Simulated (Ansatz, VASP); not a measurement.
# AlN: VASP beside Ansatz

```xyz
2
Lattice="-0.1241 2.0276 2.0276 2.0276 -0.1241 2.0276 2.0276 2.0276 -0.1241" Properties=species:S:1:pos:R:3 pbc="T T T"
Al    1.9656    1.9656    1.9656
N     0.0000    0.0000    0.0000
```

Alike in both runs: task single point; functional PBE; k mesh 10 × 10 × 10; occupations gaussian, width 0.05 eV; no spin polarisation.

|  | VASP | Ansatz |
| --- | --- | --- |
| version | VASP 6.6.1 | Ansatz 0.2.0 |
| potentials or method | VASP PAW PBE potentials, release 64 (Al, N), cutoff 520 eV | scalar-relativistic, plane waves, PAW |
| valence electrons in the cell | 8 | 8 |

Ansatz gave:

| Item | Value |
| --- | --- |
| gap on the k mesh at the Fermi level (eV) | 2.62 |
| least direct gap on the mesh (eV) | 3.40 |
| pressure (GPa) | -15.9 |
| traceless stress, the component that is largest in VASP (GPa) | 14.77 |

Problem. Estimate VASP's values.

Solution. gap on the k mesh at the Fermi level (eV): 2.61; least direct gap on the mesh (eV): 3.41; pressure (GPa): -16.1; traceless stress, the component that is largest in VASP (GPa): 14.78.

With one functional, cell and mesh, what is left measures potentials, basis and numerics.
